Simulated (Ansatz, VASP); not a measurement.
# W in VASP and in Ansatz

The input INCAR:

```
  ALGO = Normal
  EDIFF = 1E-6
  ENCUT = 520
  GGA = PE
  ISIF = 2
  ISMEAR = 1
  LASPH = T
  LCHARG = F
  LREAL = F
  LWAVE = F
  NBANDS = 13
  NELM = 60
  PREC = Accurate
  SIGMA = 0.1
```

The input KPOINTS:

```
k-points
0
Gamma
  35 35 35
```

File POSCAR:

```
W
1.0
   -1.5919371280      1.5919371280      1.5919371280
    1.5919371280     -1.5919371280      1.5919371280
    1.5919371280      1.5919371280     -1.5919371280
W
1
Direct
    0.0000000000      0.0000000000      0.0000000000
```

Input for Ansatz:

```yaml
crystal:
  lattice:
    - [-1.591937128, 1.591937128, 1.591937128]
    - [1.591937128, -1.591937128, 1.591937128]
    - [1.591937128, 1.591937128, -1.591937128]
  atoms:
    - { symbol: W, position: [0.0, 0.0, 0.0] }
kpoints:
  mp_grid: { grid: [35, 35, 35] }
scf:
  occupations: { method: cold, width: 0.1 }
hamiltonian:
  xc: pbe
  pseudopotentials: { kind: paw }
output:
  forces: true
  stress: true
  populations: false
```

Alike in both runs: task single point; functional PBE; k mesh 35 × 35 × 35; no spin polarisation.

|  | VASP | Ansatz |
| --- | --- | --- |
| version | VASP 6.6.1 | Ansatz 0.2.0 |
| potentials or method | VASP PAW PBE potentials, release 64 (W_sv) | plane-wave PAW, scalar-relativistic |
| plane-wave cutoff (eV) | 520 | 420 |
| occupations | methfessel-paxton of order 1, width 0.1 eV | cold, width 0.1 eV |
| valence electrons in the cell | 14 | 14 |

VASP gave:

- pressure (GPa): 0.4

Estimate Ansatz's values.

pressure (GPa): -0.1.

Neither program's run includes spin-orbit coupling.
